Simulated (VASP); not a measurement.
Here is a VASP 6.6.1 calculation.

INCAR

```
ALGO = Normal
EDIFF = 1E-6
EDIFFG = -0.05
ENCUT = 600
GGA = PS
IBRION = 2
ISIF = 3
ISMEAR = 0
LASPH = True
LCHARG = False
LREAL = False
LWAVE = False
NELM = 100
NSW = 80
PREC = Accurate
PSTRESS = 56.0
SIGMA = 0.1
```

File KPOINTS:

```
k-points
0
Gamma
  9 9 2
```

The input POSCAR:

```
MoS2
1.0
    3.0981962768      0.0000000000      0.0000000000
   -1.5490981384      2.6831166816      0.0000000000
    0.0000000000      0.0000000000     11.5721365640
Mo S
2 4
Direct
    0.3333333333      0.6666666667      0.2500000000
    0.6666666667      0.3333333333      0.7500000000
    0.3333333333      0.6666666667      0.6147498048
    0.6666666667      0.3333333333      0.1147498048
    0.3333333333      0.6666666667      0.8852501952
    0.6666666667      0.3333333333      0.3852501952
```

Potentials or basis: VASP PAW PBE potentials, release 64 (Mo_sv, S).

Run with:

```sh
$ cat potpaw_PBE.64/Mo_sv/POTCAR potpaw_PBE.64/S/POTCAR > POTCAR
$ mpirun -np 1 vasp_std > vasp.out
```

Problem. Predict the band gap on the k mesh.

Solution. 0.58 eV (least direct gap 1.82 eV).

Forces in eV/Å, atoms in the order of the input:
```
Mo   0.000  0.000  0.000
Mo   0.000  0.000  0.000
S    0.000  0.000  0.040
S    0.000  0.000  0.040
S    0.000  0.000 -0.040
S    0.000  0.000 -0.040
```

Caveat: the relaxation stopped at its first step, so nothing moved; the cell is relaxed towards a set pressure, so the run minimises the enthalpy, not the energy; semilocal functionals underestimate gaps, and a narrow one can read as zero; the PAW data sets were made with another functional, which shifts forces and pressure a little; the relaxation stopped at a loose force limit of 0.05 eV/Å, so its end isn't a converged minimum. A k mesh can miss the band edges.
